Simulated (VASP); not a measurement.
Here is a VASP 6.6.1 calculation.

The input INCAR:

```
SYSTEM = CdSe
  ALGO = Normal
  EDIFF = 1E-7
  EDIFFG = -0.01
  ENCUT = 500
  GGA = PS
  GGA_COMPAT = .False.
  IBRION = 2
  ISIF = 3
  ISMEAR = -1
  KPAR = 4
  LASPH = .True.
  LCHARG = .False.
  LREAL = .False.
  LWAVE = .False.
  NELM = 120
  NELMIN = 4
  NSW = 100
  PREC = Accurate
  SIGMA = 0.05
```

File KPOINTS:

```
k-points
0
Gamma
  6 6 4
  0 0 0
```

The input POSCAR:

```
CdSe
1.0
    4.2760842203      0.0189000410      0.0576879600
   -4.2433483891      7.3876300505     -0.0898569476
    0.0941086174     -0.0302984895      6.9967843210
Cd Se
4 4
Direct
    0.3170004686      0.3189875006     -0.0164207935
    0.6647226698      0.1655857806      0.4900274180
    0.3452347887      0.8434094267     -0.0048242669
    0.6451659586      0.6555600293      0.5028479488
    0.3234130247      0.3333455197      0.3692262789
    0.6477187189      0.1650138936      0.8837966578
    0.3304352043      0.8505160836      0.3760752961
    0.6526811793      0.6632975618      0.8628210408
```

Potentials or basis: VASP PAW PBE potentials, release 64 (Cd, Se).

Command:

```bash
$ cat potpaw_PBE.64/Cd/POTCAR potpaw_PBE.64/Se/POTCAR > POTCAR
$ mpirun -np 4 vasp_std > vasp.out
```

Task: Estimate the relaxed cell.

Result: a = 4.312 Å, b = 8.620 Å, c = 7.035 Å, α = 90.02°, β = 89.98°, γ = 119.99°.

Task: What does it give for the band gap on the k mesh?

Result: 0.53 eV.

Task: What does it give for the space group after relaxing (to 0.1 Å)?

Result: P6_3mc (No. 186).

Task: What does it give for the relaxed volume?

Result: 28.31 Å³/atom.

Final structure:
```
CELL_PARAMETERS angstrom
4.31189 0.00124 0.00081
-4.31051 7.46467 -0.00059
0.00156 -0.00075 7.03520
ATOMIC_POSITIONS crystal
Cd 0.32380 0.33201 0.99550
Cd 0.65817 0.16666 0.49490
Cd 0.32438 0.83232 0.99479
Cd 0.65663 0.66688 0.49517
Se 0.32477 0.33333 0.37113
Se 0.65781 0.16579 0.87072
Se 0.32326 0.83325 0.37055
Se 0.65754 0.66547 0.87079
```

Caveat: semilocal functionals underestimate gaps, and a narrow one can read as zero; the PAW data sets were made with another functional, which shifts forces and pressure a little.
